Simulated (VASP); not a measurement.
Wanted: the native input for a VASP 6.6.1 run.

```
Task                   : single point
Functional             : PBE
Potentials or basis    : VASP PAW PBE potentials, release 64 (S)
Cutoff                 : 520 eV
k mesh                 : 4 × 4 × 4
Occupations            : gaussian, width 0.01 eV
Spin                   : no spin polarisation
Dipole correction      : no
Further INCAR settings : ALGO = Normal; EDIFF = 1e-06; NBANDS = 27; ISYM = 0
```

The structure of S lies in POSCAR:

```
S
1.0
    5.3612126841      3.0952975863      1.3949463274
   -5.3612126841      3.0952975863      1.3949463274
    0.0000000000     -6.1905951727      1.3949463273
S
6
Direct
    0.2551978009      0.1485570038      0.9142443505
    0.9142443505      0.2551978009      0.1485570038
    0.1485570038      0.9142443505      0.2551978009
    0.7448021991      0.8514429962      0.0857556495
    0.0857556495      0.7448021991      0.8514429962
    0.8514429962      0.0857556495      0.7448021991
```

One way to write it, as run:

INCAR

```
PREC = Accurate
ENCUT = 520
EDIFF = 1E-6
ISMEAR = 0
SIGMA = 0.01
LREAL = F
LASPH = T
NELM = 100
ALGO = Normal
ISIF = 2
LWAVE = F
LCHARG = F
GGA = PE
NBANDS = 27
ISYM = 0
```

KPOINTS

```
Automatic mesh
0
Gamma
  4 4 4
```

Potentials or basis: VASP PAW PBE potentials, release 64 (S).

Launch:

```bash
$ cat potpaw_PBE.64/S/POTCAR > POTCAR
$ mpirun -np 1 vasp_std > vasp.out
```

It gave:

| Item | Value |
| --- | --- |
| Pressure | 1.8 GPa |
| Largest force | 0.047 eV/Å |
| Band gap on the k mesh | 1.94 eV, indirect (least direct gap 2.01 eV) |

It took 70 s on 1 thread of Intel(R) Xeon(R) 6975P-C (Granite Rapids), on a shared host, peak memory 0.34 GiB.
